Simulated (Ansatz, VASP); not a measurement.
## One calculation of RuF2, two programs

File INCAR:

```
SYSTEM = RuF2
PREC = Accurate
ENCUT = 520
EDIFF = 1E-6
ISMEAR = 0
SIGMA = 0.05
LREAL = .FALSE.
LASPH = .TRUE.
NELM = 150
ALGO = Normal
ISIF = 2
LWAVE = .FALSE.
LCHARG = .FALSE.
ISPIN = 2
MAGMOM = 4 0 0
LORBIT = 11
LMAXMIX = 4
LDAU = .TRUE.
LDAUTYPE = 2
LDAUL = 2 -1
LDAUU = 6 0
LDAUJ = 0 0
LDAUPRINT = 1
GGA = PE
NBANDS = 25
```

KPOINTS

```
Automatic mesh
0
G
  7 7 5
  0 0 0
```

File POSCAR:

```
RuF2
1.0
    2.5309859900     -1.5515447600      0.0000000000
    2.5309859900      1.5515447600      0.0000000000
   -0.0024917900      0.0000000000      3.5692209900
Ru F
1 2
Direct
    0.0000000000      0.0000000000      0.0000000000
    0.6879000000      0.6879000000      0.2889000000
    0.3121000000      0.3121000000      0.7111000000
```

Input for Ansatz:

```yaml
crystal:
  lattice:
    - [2.53098599, -1.55154476, 0.0]
    - [2.53098599, 1.55154476, 0.0]
    - [-0.00249179, 0.0, 3.56922099]
  atoms:
    - { symbol: Ru, position: [0.0, 0.0, 0.0], spin: 4.0 }
    - { symbol: F, position: [0.6879, 0.6879, 0.2889] }
    - { symbol: F, position: [0.3121, 0.3121, 0.7111] }
basis:
  ecutwfc: 420
  ecutrho_ratio: 4
kpoints:
  mp_grid: { grid: [7, 7, 5] }
hamiltonian:
  xc: pbe
  hubbard: { sites: [{ site: 0, l: d, u_eff: 6.0 }] }
scf:
  occupations: { method: gaussian, width: 0.05 }
  lower_state_search: "off"
  max_iter: 150
output:
  forces: true
  stress: true
  eigenvalues: true
  populations: true
  hubbard: { sites: [{ site: 0, l: d }] }
magnetization:
  spin_polarized: true
```

Alike in both runs: task single point; functional PBE; k mesh 7 × 7 × 5; occupations gaussian, width 0.05 eV; collinear spin; Hubbard terms Ru d U = 6.0 eV.

|  | VASP | Ansatz |
| --- | --- | --- |
| version | VASP 6.6.1 | Ansatz 0.2.0 |
| potentials or method | VASP PAW PBE potentials, release 64 (Ru_pv, F), cutoff 520 eV | scalar-relativistic, plane waves, PAW |
| valence electrons in the cell | 28 | 30 |

```csv
,VASP,Ansatz,Ansatz less VASP
gap on the k mesh at the Fermi level (eV),1.11,1.21,+0.098
least direct gap on the mesh (eV),1.15,1.26,+0.115
rms of the force components (eV/Å),2.010,2.061,+0.0509
net moment per atom (μB),1.33,1.33,0.000
size of the moment on the site where the two differ most (μB),3.51,2.36,-1.152
```

Site moments also hang on the region over which each program counts them. The programs project onto different local orbitals, so the same U acts differently, and such runs can settle in different states. Atom by atom the forces differ by 0.102 eV/Å (rms over components). VASP's potentials hold 28 valence electrons a cell and Ansatz's 30, so a difference there can come from the potentials and not from the codes.
